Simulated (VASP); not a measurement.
Here is a VASP 6.6.1 calculation.

File INCAR:

```
SYSTEM = Sn
ALGO     = Normal         ! electronic algorithm
EDIFF    = 1E-6           ! SCF threshold, eV
ENCUT    = 520            ! plane-wave cutoff, eV
ISIF     = 2              ! what is computed and relaxed
ISMEAR   = 0              ! smearing method
LASPH    = .True.         ! aspherical terms in the spheres
LCHARG   = .False.        ! write CHGCAR
LREAL    = .False.        ! projectors in reciprocal space
LWAVE    = .False.        ! write WAVECAR
NBANDS   = 21             ! bands
NELM     = 60             ! most SCF steps
PREC     = Accurate       ! precision mode
SIGMA    = 0.01           ! smearing width, eV
```

File KPOINTS:

```
k-points
0
Gamma
  12 12 12
  0 0 0
```

POSCAR

```
Sn
1.0
    0.0000000000      3.2445000000      3.2445000000
    3.2445000000      0.0000000000      3.2445000000
    3.2445000000      3.2445000000      0.0000000000
Sn
2
Direct
    0.0000000000      0.0000000000      0.0000000000
    0.2500000000      0.2500000000      0.2500000000
```

Potentials or basis: VASP PAW LDA potentials, release 64 (Sn_d).

Launch:

```console
$ cat potpaw_LDA.64/Sn_d/POTCAR > POTCAR
$ mpirun -np 1 vasp_std > vasp.out
```

Predict the pressure.

-0.3 GPa.

Estimate the band gap on the k mesh.

zero (band 14 reaches 5.46 eV, above the bottom of band 15 at 5.27 eV).

Caveat: spin-orbit coupling is left out, which moves the levels of the heavy elements.
